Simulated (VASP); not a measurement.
Write the native input for VASP 6.6.1 that does the following.

- Task: relaxation of cell and atoms
- Functional: PBE
- Potentials or basis: VASP PAW PBE potentials, release 64 (Ba_sv, Ag, F)
- Cutoff: 600 eV
- k mesh: 6 × 6 × 6
- Occupations: gaussian, width 0.1 eV
- Spin: no spin polarisation
- Dipole correction: no
- Further INCAR settings: ALGO = Normal; EDIFF = 1e-06; IBRION = 2; EDIFFG = -0.05; NSW = 100; ISIF = 3

The structure of BaAgF3 lies in POSCAR:

```
BaAgF3
1.0
    4.0941160958      0.0000000000      0.0000000000
    0.0000000000      4.0941160958      0.0000000000
    0.0000000000      0.0000000000      4.0941160958
Ba Ag F
1 1 3
Direct
    0.0000000000      0.0000000000      0.0000000000
    0.5000000000      0.5000000000      0.5000000000
    0.0000000000      0.5000000000      0.5000000000
    0.5000000000      0.5000000000      0.0000000000
    0.5000000000      0.0000000000      0.5000000000
```

The input as run:

INCAR

```
SYSTEM = BaAgF3
PREC = Accurate ; ENCUT = 600
EDIFF = 1E-6 ; ISMEAR = 0
SIGMA = 0.1 ; LREAL = .False.
LASPH = .True. ; NELM = 100
ALGO = Normal ; ISIF = 3
LWAVE = .False. ; LCHARG = .False.
GGA = PE ; IBRION = 2
NSW = 100 ; EDIFFG = -0.05
```

KPOINTS

```
regular mesh
0
Gamma
  6 6 6
  0 0 0
```

Potentials or basis: VASP PAW PBE potentials, release 64 (Ba_sv, Ag, F).

The run is started by

```bash
$ cat potpaw_PBE.64/Ba_sv/POTCAR potpaw_PBE.64/Ag/POTCAR potpaw_PBE.64/F/POTCAR > POTCAR
$ mpirun -np 1 vasp_std > vasp.out
```

Results of the run:

- Relaxed volume: 19.08 Å³/atom
- Relaxed cell: a = 4.569 Å, b = 4.569 Å, c = 4.569 Å, α = 90.00°, β = 90.00°, γ = 90.00°
- Space group after relaxing (to 0.1 Å): Pm-3m (No. 221)
- Energy gained by relaxing: 491.9 meV/atom
- Ionic steps: 4
- Pressure after relaxing: -0.1 GPa
- Band gap on the k mesh: 0.25 eV (least direct gap 2.11 eV)

Caveat: the volume moved by over 15 % at a fixed basis, so the end points are rough; semilocal functionals underestimate gaps, and a narrow one can read as zero; spin-orbit coupling is left out, which moves the levels of the heavy elements.

It took 84 s on 1 thread of Intel(R) Xeon(R) 6975P-C (Granite Rapids), on a shared host, peak memory 0.24 GiB.
